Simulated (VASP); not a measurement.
ZnS (Wurtzite-2H), 4 atoms in the cell. Symmetry: P6_3mc, No. 186, hexagonal system. The conventional cell has a = 3.846 Å, b = 3.846 Å, c = 6.305 Å, α = 90.00°, β = 90.00°, γ = 120.00°. Within 3.1 Å of Zn (site symmetry 3m) lie 4 S at 2.36 Å. S (site symmetry 3m) has 4 Zn at 2.36 Å within 3.1 Å. 

* Program: VASP 6.6.1
* Task: relaxation of cell and atoms
* Functional: PBE
* Dispersion: D3(BJ)
* Potentials or basis: VASP PAW PBE potentials, release 64 (Zn, S)
* Cutoff: 600 eV
* k mesh: 9 × 9 × 6
* Occupations: gaussian, width 0.02 eV
* Spin: no spin polarisation
* Dipole correction: no
* Further INCAR settings: ALGO = Normal; EDIFF = 1e-07; IBRION = 2; EDIFFG = -0.005; NSW = 70; ISIF = 3

Potentials or basis: VASP PAW PBE potentials, release 64 (Zn, S).

Launch:

```sh
$ cat potpaw_PBE.64/Zn/POTCAR potpaw_PBE.64/S/POTCAR > POTCAR
$ mpirun -np 1 vasp_std > vasp.out
```

Hardware: 1 thread of Intel(R) Xeon(R) 6975P-C (Granite Rapids) (shared host).

**Question.** How long does it take, and how much memory?

**Answer.** Run time: 3.4 min on 1 thread of Intel(R) Xeon(R) 6975P-C (Granite Rapids) (shared host), peak memory 0.29 GiB. Counts: scf iterations 68, k points 48, ion steps 8.
